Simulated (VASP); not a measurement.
# AlRu (P4mm) in VASP: a series of runs

The runs below take AlRu through single point, with r2SCAN.

All numbers are computed with VASP 6.6.1; they aren't measurements. Logs are shortened: lines on timing, memory, paths and dates and some standing lists are left out, and cuts for length are marked.

## Step 1: The cell of the first run

Symmetry: P4mm, No. 99, tetragonal system. Conventional cell: a = 2.983 Å, b = 2.983 Å, c = 2.983 Å, α = 90.00°, β = 90.00°, γ = 90.00°. Within 3.3 Å of Al (site symmetry 4mm) lie 8 Ru at 2.53 to 2.64 Å and 6 Al at 2.98 Å. Ru (site symmetry 4mm) has 8 Al at 2.53 to 2.64 Å and 6 Ru at 2.98 Å within 3.3 Å.

## Step 2: Single point, r2SCAN (all Ru atoms moved -0.100 Å, as atom 2 along Cartesian [0 0 1])

Input file POSCAR:

```
AlRu
1.0
    2.9826244058      0.0000000000      0.0000000000
    0.0000000000      2.9826244058      0.0000000000
    0.0000000000      0.0000000000      2.9826244058
Al Ru
1 1
Direct
    0.0000000000      0.0000000000      0.0000000000
    0.5000000000      0.5000000000      0.4664724798
```

Input file INCAR.step1:

```
ALGO = Normal ; EDIFF = 1E-4
ENCUT = 520 ; GGA = PE
ISMEAR = 0 ; LASPH = T
LCHARG = F ; LREAL = F
LWAVE = T ; NBANDS = 16
NELM = 80 ; PREC = Accurate
SIGMA = 0.15
```

Input file INCAR.step2:

```
ALGO = Normal ; EDIFF = 1E-6
ENCUT = 520 ; ISIF = 2
ISMEAR = 0 ; ISTART = 1
LASPH = T ; LCHARG = F
LMIXTAU = T ; LREAL = F
LWAVE = F ; METAGGA = R2SCAN
NBANDS = 16 ; NELM = 80
PREC = Accurate ; SIGMA = 0.15
```

Input file KPOINTS:

```
k-points
0
Gamma
  20 20 20
```

Potentials or basis: VASP PAW PBE potentials, release 64 (Al, Ru_pv).

Launch:

```console
cat potpaw_PBE.64/Al/POTCAR potpaw_PBE.64/Ru_pv/POTCAR > POTCAR
cp INCAR.step1 INCAR
mpirun -np 1 vasp_std > vasp.out
cp INCAR.step2 INCAR
mpirun -np 1 vasp_std > vasp.out
```

OUTCAR:

```text
EDIFF = 1E-6
   ENCUT = 520
   ISIF = 2
   ISMEAR = 0
   ISTART = 1
   LASPH = T
   LREAL = F
   METAGGA = R2SCAN
   NELM = 80
   PREC = Accurate

 ion  position               nearest neighbor table
   1  0.000  0.000  0.000-   2 2.53   2 2.53   2 2.53   2 2.53   2 2.64   2 2.64   2 2.64   2 2.64

   2  0.500  0.500  0.466-   1 2.53   1 2.53   1 2.53   1 2.53   1 2.64   1 2.64   1 2.64   1 2.64

  LATTYP: Found a simple cubic cell.
 ALAT       =     2.9826244058

  Lattice vectors:

 A1 = (   2.9826244058,   0.0000000000,   0.0000000000)
 A2 = (   0.0000000000,   2.9826244058,   0.0000000000)
 A3 = (   0.0000000000,   0.0000000000,   2.9826244058)

Analysis of symmetry for initial positions (statically):
=====================================================================
 Subroutine PRICEL returns:
 Original cell was already a primitive cell.

 Routine SETGRP: Setting up the symmetry group for a
 simple cubic supercell.

 Subroutine GETGRP returns: Found  8 space group operations
 (whereof  8 operations were pure point group operations)
 out of a pool of 48 trial point group operations.

The static configuration has the point symmetry C_4v.

Analysis of symmetry for dynamics (positions and initial velocities):
=====================================================================
 Subroutine PRICEL returns:
 Original cell was already a primitive cell.

 Routine SETGRP: Setting up the symmetry group for a
 simple cubic supercell.

 Subroutine GETGRP returns: Found  8 space group operations
 (whereof  8 operations were pure point group operations)
 out of a pool of 48 trial point group operations.

The dynamic configuration has the point symmetry C_4v.

 Subroutine INISYM returns: Found  8 space group operations
 (whereof  8 operations are pure point group operations),
 and found     1 'primitive' translations

----------------------------------------------------------------------------------------

                                     Primitive cell

  volume of cell :      26.5336

  direct lattice vectors                    reciprocal lattice vectors
     2.982624406  0.000000000  0.000000000     0.335275202  0.000000000  0.000000000
     0.000000000  2.982624406  0.000000000     0.000000000  0.335275202  0.000000000
     0.000000000  0.000000000  2.982624406     0.000000000  0.000000000  0.335275202

  length of vectors
     2.982624406  2.982624406  2.982624406     0.335275202  0.335275202  0.335275202

  position of ions in fractional coordinates (direct lattice)
     0.000000000  0.000000000  0.000000000
     0.500000000  0.500000000  0.466472480

  ion indices of the primitive-cell ions
   primitive index   ion index
                 1           1
                 2           2

----------------------------------------------------------------------------------------

 KPOINTS: k-points

Automatic generation of k-mesh.
 Grid dimensions read from file:
 generate k-points for:   20   20   20

 Generating k-lattice:

  Cartesian coordinates                     Fractional coordinates (reciprocal lattice)
     0.016763760  0.000000000  0.000000000     0.050000000  0.000000000  0.000000000
     0.000000000  0.016763760  0.000000000     0.000000000  0.050000000  0.000000000
     0.000000000  0.000000000  0.016763760     0.000000000  0.000000000  0.050000000

  Length of vectors
     0.016763760  0.016763760  0.016763760

  Shift w.r.t. Gamma in fractional coordinates (k-lattice)
     0.000000000  0.000000000  0.000000000

 Subroutine IBZKPT returns following result:
 ===========================================

 Found    726 irreducible k-points:

 Following reciprocal coordinates:
            Coordinates               Weight
  0.000000  0.000000  0.000000      1.000000
  0.050000  0.000000  0.000000      4.000000
  0.000000  0.000000  0.050000      2.000000
  0.100000  0.000000  0.000000      4.000000
  0.000000  0.000000  0.100000      2.000000
  0.150000  0.000000  0.000000      4.000000
[... 16 lines left out ...]
  0.000000  0.050000  0.050000      8.000000
  0.100000  0.050000  0.000000      8.000000
 [... further k-points ...]
   k-points           NKPTS =    726   k-points in BZ     NKDIM =    726   number of bands    NBANDS=     16
   number of dos      NEDOS =    301   number of ions     NIONS =      2
   total plane-waves  NPLWV =  13824
   dimension x,y,z NGX =    24 NGY =   24 NGZ =   24
   dimension x,y,z NGXF=    48 NGYF=   48 NGZF=   48
   ions per type =               1   1
   NGX,Y,Z   is equivalent  to a cutoff of  13.38, 13.38, 13.38 a.u.
   NGXF,Y,Z  is equivalent  to a cutoff of  26.75, 26.75, 26.75 a.u.
 SYSTEM =  unknown system
   PREC   = accura    normal or accurate (medium, high low for compatibility)
   ISTART =      1    job   : 0-new  1-cont  2-samecut
   ICHARG =      0    charge: 1-file 2-atom 10-const
   ISPIN  =      1    spin polarized calculation?
   LNONCOLLINEAR =      F non collinear calculations
   LSORBIT =      F    spin-orbit coupling
   LASPH  =      T    aspherical Exc in radial PAW
   ENCUT  =  520.0 eV  38.22 Ry    6.18 a.u.   5.55  5.55  5.55*2*pi/ulx,y,z
   NELM   =     80;   NELMIN=  2; NELMDL=  0     # of ELM steps
   EDIFF  = 0.1E-05   stopping-criterion for ELM
   LREAL  =      F    real-space projection
   EDIFFG = 0.1E-04   stopping-criterion for IOM
   NSW    =      0    number of steps for IOM
   IBRION =     -1    ionic relax: 0-MD 1-quasi-New 2-CG
   NFREE  =      0    steps in history (QN), initial steepest desc. (CG)
   ISIF   =      2    stress and relaxation
   ISYM   =      2    0-nonsym 1-usesym 2-fastsym
   POTIM  = 0.5000    time-step for ionic-motion
   TEBEG  =    0.0;   TEEND  =   0.0 temperature during run
   PSTRESS=    0.0 pullay stress
   NELECT =      17.0000    total number of electrons
   NUPDOWN=      -1.0000    fix difference up-down
   EMIN   =  10.00;   EMAX   =-10.00  energy-range for DOS
   EFERMI =   0.00;   METHOD = LEGACY
   ISMEAR =     0;   SIGMA  =   0.15  broadening in eV -4-tet -1-fermi 0-gaus
   EFERMI_NEDOS =   21; number of points for ismear=-14 and -15
   IALGO  =     38    algorithm
   IMIX   =      4    mixing-type and parameters
     AMIX     =   0.40;   BMIX     =  1.00
     AMIX_MAG =   1.60;   BMIX_MAG =  1.00
  volume/ion in A,a.u.               =      13.27        89.53
  Fermi-wavevector in a.u.,A,eV,Ry     =   1.411321  2.667011 27.100464  1.991828
  Thomas-Fermi vector in A             =   2.533185
   LORBIT       =      0    0 simple, 1 ext, 2 COOP (PROOUT), +10 PAW based schemes
   METAGGA = R2SCAN    functional components
   LHFCALC =     F    Hartree Fock is set to
   AEXX    =    0.0000 exact exchange contribution
   IVDW    =     0    specifies the selected vdW correction
   LEPSILON=     F    determine dielectric tensor
   LRPA    =     F    only Hartree local field effects (RPA)
 non-spin polarized calculation
 Gauss-broadening in eV      SIGMA  =   0.15
  energy-cutoff  :      520.00
  volume of cell :       26.53
 maximum number of plane-waves:       739
 NGX is ok and might be reduce to    24
   NGX = 11   NGY = 11   NGZ = 11

 number of electron      16.9999998 magnetization

 Free energy of the ion-electron system (eV)
  ---------------------------------------------------
  ext. energy  EPLUGINS =         0.00000000
  ---------------------------------------------------
  free energy    TOTEN  =       -33.57664816 eV

  energy without entropy =      -33.55880998  energy(sigma->0) =      -33.56772907

 E-fermi :  10.6844     XC(G=0): -13.6632

 val. band max:       10.6827214284   @ k =   0.1000   0.1000   0.4500
 cond. band min:      10.6848067874   @ k =   0.3500   0.4000   0.4000
 fundamental gap:      0.0020853591
 Fermi energy:        10.6843674841

 k-point     1 :       0.0000    0.0000    0.0000
  band No.  band energies     occupation
      1     -32.3865      2.00000
      2     -32.3865      2.00000
      3     -32.3848      2.00000
      4       0.4725      2.00000
      5       6.9451      2.00000
      6       6.9532      2.00000
[... 8 lines left out ...]
     15      22.2451      0.00000
     16      27.2710      0.00000

 k-point     2 :       0.0500    0.0000    0.0000
  band No.  band energies     occupation
      1     -32.3924      2.00000
      2     -32.3860      2.00000
      3     -32.3843      2.00000
      4       0.5240      2.00000
      5       6.9630      2.00000
      6       6.9718      2.00000
[... 8 lines left out ...]
     15      22.4651      0.00000
     16      27.4214      0.00000

 k-point     3 :       0.0000    0.0000    0.0500
  band No.  band energies     occupation
      1     -32.3908      2.00000
      2     -32.3860      2.00000
      3     -32.3860      2.00000
      4       0.5238      2.00000
      5       6.9637      2.00000
      6       6.9709      2.00000
[... 8 lines left out ...]
     15      22.4650      0.00000
     16      27.4182      0.00000

 k-point     4 :       0.1000    0.0000    0.0000
  band No.  band energies     occupation
      1     -32.4097      2.00000
      2     -32.3845      2.00000
      3     -32.3828      2.00000
      4       0.6773      2.00000
      5       7.0107      2.00000
      6       7.0258      2.00000
[... 8 lines left out ...]
     15      22.9733      0.00000
     16      27.8847      0.00000
[... 324 lines left out ...]
 k-point    22 :       0.0500    0.0500    0.0000
  band No.  band energies     occupation
      1     -32.3922      2.00000
      2     -32.3916      2.00000
      3     -32.3838      2.00000
      4       0.5753      2.00000
      5       6.9819      2.00000
      6       6.9899      2.00000
[... 8 lines left out ...]
     15      22.5371      0.00000
     16      27.5659      0.00000

 k-point    23 :       0.0000    0.0500    0.0500
  band No.  band energies     occupation
      1     -32.3920      2.00000
      2     -32.3902      2.00000
      3     -32.3855      2.00000
      4       0.5752      2.00000
      5       6.9816      2.00000
      6       6.9900      2.00000
[... 8 lines left out ...]
     15      22.5313      0.00000
     16      27.5626      0.00000

 k-point    24 :       0.1000    0.0500    0.0000
  band No.  band energies     occupation
      1     -32.4092      2.00000
      2     -32.3904      2.00000
      3     -32.3823      2.00000
      4       0.7280      2.00000
      5       7.0318      2.00000
      6       7.0429      2.00000
[... 8 lines left out ...]
     15      23.0122      0.00000
     16      28.0095      0.00000

 [... further k-points ...]

------------------------ aborting loop because EDIFF is reached ----------------------------------------

  FORCE on cell =-STRESS in cart. coord.  units (eV):
  Direction    XX          YY          ZZ          XY          YZ          ZX
  --------------------------------------------------------------------------------------
  -------------------------------------------------------------------------------------
  Total        0.1983202      0.1983202      0.0587291      0.0000000      0.0000000     -0.0000000
  in kB       11.9751770     11.9751770      3.5462402      0.0000000      0.0000000     -0.0000000
  external PRESSURE =       9.1655314 kB  Pullay stress =       0.0000000 kB

 VOLUME and BASIS-vectors are now :
 -----------------------------------------------------------------------------
  energy-cutoff  :      520.00
  volume of cell :       26.53
      direct lattice vectors                 reciprocal lattice vectors
     2.982624406  0.000000000  0.000000000     0.335275202  0.000000000  0.000000000
     0.000000000  2.982624406  0.000000000     0.000000000  0.335275202  0.000000000
     0.000000000  0.000000000  2.982624406     0.000000000  0.000000000  0.335275202

 POSITION                                       TOTAL-FORCE (eV/Angst)
 -----------------------------------------------------------------------------------
      0.00000      0.00000      0.00000         0.000000     -0.000000     -0.824616
      1.49131      1.49131      1.39131         0.000000      0.000000      0.824616
 -----------------------------------------------------------------------------------
    total drift:                                0.000000     -0.000000     -0.000691

  FREE ENERGIE OF THE ION-ELECTRON SYSTEM (eV)
  ---------------------------------------------------
  free  energy   TOTEN  =       -33.5766481604 eV

  energy  without entropy=      -33.5588099837  energy(sigma->0) =      -33.56772907
```

It took 12 min on 1 thread of Oxide Virtual Turin-like, shared host; peak memory 0.36 GiB.

Results:

* Free energy: -33.5766 eV
* Pressure: 0.9 GPa
* Largest force: 0.825 eV/Å
* Band gap on the k mesh: zero (an odd number of electrons rules out a gap without spin polarisation)

Forces in eV/Å, atoms in the order of the input:
```
Al   0.000  0.000 -0.825
Ru   0.000  0.000  0.825
```

Caveat: the cell differs from its parent crystal (all Ru atoms moved -0.100 Å, as atom 2 along Cartesian [0 0 1]); the PAW data sets were made with another functional, which shifts forces and pressure a little.

## Step 3: Single point, r2SCAN (all Ru atoms moved +0.075 Å, as atom 2 along Cartesian [0 0 1])

Changes to POSCAR since step 2:

```diff
@@ -9,2 +9,2 @@
     0.0000000000      0.0000000000      0.0000000000
-    0.5000000000      0.5000000000      0.4664724798
+    0.5000000000      0.5000000000      0.5251456401
```

Input file INCAR.step1:

```
SYSTEM = AlRu
PREC = Accurate ; ENCUT = 520
ISMEAR = 0 ; SIGMA = 0.15
LREAL = .FALSE. ; LASPH = .TRUE.
NELM = 100 ; NBANDS = 16
GGA = PE ; ALGO = Normal
EDIFF = 1E-4 ; LWAVE = .TRUE.
LCHARG = .FALSE.
```

Input file INCAR.step2:

```
SYSTEM = AlRu
PREC = Accurate ; ENCUT = 520
EDIFF = 1E-7 ; ISMEAR = 0
SIGMA = 0.15 ; LREAL = .FALSE.
LASPH = .TRUE. ; NELM = 100
ALGO = Normal ; ISIF = 2
LWAVE = .FALSE. ; LCHARG = .FALSE.
METAGGA = R2SCAN ; LMIXTAU = .TRUE.
NBANDS = 16 ; ISTART = 1
```

Input file KPOINTS:

```
Automatic mesh
0
G
  20 20 20
  0 0 0
```

Potentials or basis: VASP PAW PBE potentials, release 64 (Al, Ru_pv).

Launch:

```console
cat potpaw_PBE.64/Al/POTCAR potpaw_PBE.64/Ru_pv/POTCAR > POTCAR
cp INCAR.step1 INCAR
mpirun -np 1 vasp_std > vasp.out
cp INCAR.step2 INCAR
mpirun -np 1 vasp_std > vasp.out
```

OUTCAR:

```text
SYSTEM = AlRu
   PREC = Accurate
   ENCUT = 520
   EDIFF = 1E-7
   ISMEAR = 0
   LREAL = .FALSE.
   LASPH = .TRUE.
   NELM = 100
   ISIF = 2
   METAGGA = R2SCAN
   ISTART = 1

 ion  position               nearest neighbor table
   1  0.000  0.000  0.000-   2 2.54   2 2.54   2 2.54   2 2.54   2 2.63   2 2.63   2 2.63   2 2.63

   2  0.500  0.500  0.525-   1 2.54   1 2.54   1 2.54   1 2.54   1 2.63   1 2.63   1 2.63   1 2.63

  LATTYP: Found a simple cubic cell.
 ALAT       =     2.9826244058

  Lattice vectors:

 A1 = (   2.9826244058,   0.0000000000,   0.0000000000)
 A2 = (   0.0000000000,   2.9826244058,   0.0000000000)
 A3 = (   0.0000000000,   0.0000000000,   2.9826244058)

Analysis of symmetry for initial positions (statically):
=====================================================================
 Subroutine PRICEL returns:
 Original cell was already a primitive cell.

 Routine SETGRP: Setting up the symmetry group for a
 simple cubic supercell.

 Subroutine GETGRP returns: Found  8 space group operations
 (whereof  8 operations were pure point group operations)
 out of a pool of 48 trial point group operations.

The static configuration has the point symmetry C_4v.

[... 162 lines left out ...]

 val. band max:       10.6785693790   @ k =   0.2000   0.2000   0.5000
 cond. band min:      10.6897550871   @ k =   0.1500   0.0000   0.4500
 fundamental gap:      0.0111857082
 Fermi energy:        10.6873282653

 k-point     1 :       0.0000    0.0000    0.0000
  band No.  band energies     occupation
      1     -32.3859      2.00000
      2     -32.3859      2.00000
      3     -32.3850      2.00000
      4       0.4708      2.00000
      5       6.9521      2.00000
      6       6.9567      2.00000
[... 433 lines left out ...]
      3     -32.3825      2.00000
      4       0.7262      2.00000
      5       7.0380      2.00000
      6       7.0469      2.00000
[... 8 lines left out ...]
     15      23.0068      0.00000
     16      28.0444      0.00000

 [... further k-points ...]

------------------------ aborting loop because EDIFF is reached ----------------------------------------

  FORCE on cell =-STRESS in cart. coord.  units (eV):
  Direction    XX          YY          ZZ          XY          YZ          ZX
  --------------------------------------------------------------------------------------
  -------------------------------------------------------------------------------------
  Total        0.1209370      0.1209370      0.0425380      0.0000000      0.0000000      0.0000000
  in kB        7.3025396      7.3025396      2.5685722      0.0000000      0.0000000      0.0000000
  external PRESSURE =       5.7245504 kB  Pullay stress =       0.0000000 kB

 VOLUME and BASIS-vectors are now :
 -----------------------------------------------------------------------------
  energy-cutoff  :      520.00
  volume of cell :       26.53
      direct lattice vectors                 reciprocal lattice vectors
     2.982624406  0.000000000  0.000000000     0.335275202  0.000000000  0.000000000
     0.000000000  2.982624406  0.000000000     0.000000000  0.335275202  0.000000000
     0.000000000  0.000000000  2.982624406     0.000000000  0.000000000  0.335275202

 POSITION                                       TOTAL-FORCE (eV/Angst)
 -----------------------------------------------------------------------------------
      0.00000      0.00000      0.00000         0.000000     -0.000000      0.619274
      1.49131      1.49131      1.56631         0.000000      0.000000     -0.619274
 -----------------------------------------------------------------------------------
    total drift:                                0.000000     -0.000000      0.000759

  FREE ENERGIE OF THE ION-ELECTRON SYSTEM (eV)
  ---------------------------------------------------
  free  energy   TOTEN  =       -33.5947136193 eV

  energy  without entropy=      -33.5769264997  energy(sigma->0) =      -33.58582006
```

OSZICAR.step1:

```text
N       E                     dE             d eps       ncg     rms          rms(c)
DAV:   1     0.116683749860E+03    0.11668E+03   -0.91586E+03 23672   0.989E+02
DAV:   2    -0.130197325091E+02   -0.12970E+03   -0.12340E+03 27296   0.293E+02
DAV:   3    -0.148980895723E+02   -0.18784E+01   -0.18730E+01 30024   0.369E+01
DAV:   4    -0.149116130809E+02   -0.13524E-01   -0.13505E-01 28824   0.331E+00
DAV:   5    -0.149118149208E+02   -0.20184E-03   -0.20164E-03 28248   0.391E-01    0.125E+01
DAV:   6    -0.143205327305E+02    0.59128E+00   -0.22736E+00 25232   0.163E+01    0.238E+00
DAV:   7    -0.142519044361E+02    0.68628E-01   -0.17512E-01 24488   0.468E+00    0.211E+00
DAV:   8    -0.142366072890E+02    0.15297E-01   -0.17025E-02 28152   0.108E+00    0.194E-01
DAV:   9    -0.142364104727E+02    0.19682E-03   -0.35331E-04 28376   0.169E-01    0.125E-01
DAV:  10    -0.142364027266E+02    0.77461E-05   -0.33433E-05 15160   0.602E-02
   1 F= -.14236403E+02 E0= -.14227131E+02  d E =-.185425E-01
```

Wall time 8.6 min (1 thread of Oxide Virtual Turin-like, shared host); peak memory 0.36 GiB.

What came out:

```
Free energy            : -33.5947 eV
Pressure               : 0.6 GPa
Largest force          : 0.619 eV/Å
Band gap on the k mesh : zero (an odd number of electrons rules out a gap without spin polarisation)
```

Forces on the atoms (eV/Å):
```
Al   0.000  0.000  0.619
Ru   0.000  0.000 -0.619
```

Levels at points of the mesh, in eV from the Fermi level:
```csv
k point,band 7,band 8,band 9,band 10,band 11,band 12
"(0.00, 0.00, 0.00)",0.17,0.18,0.18,6.58,6.58,6.58
"(0.50, 0.00, 0.00)",-1.72,-1.70,0.44,2.55,7.75,10.38
"(0.00, 0.00, 0.50)",-1.70,-1.70,0.43,2.55,7.76,10.38
"(0.50, 0.50, 0.00)",-1.56,-1.17,-1.17,1.75,5.72,6.83
"(0.00, 0.50, 0.50)",-1.46,-1.27,-1.26,1.75,5.73,6.85
"(0.50, 0.50, 0.50)",1.85,1.85,3.25,4.34,4.34,4.36
```

Caveat: the cell differs from its parent crystal (all Ru atoms moved +0.075 Å, as atom 2 along Cartesian [0 0 1]); the PAW data sets were made with another functional, which shifts forces and pressure a little.
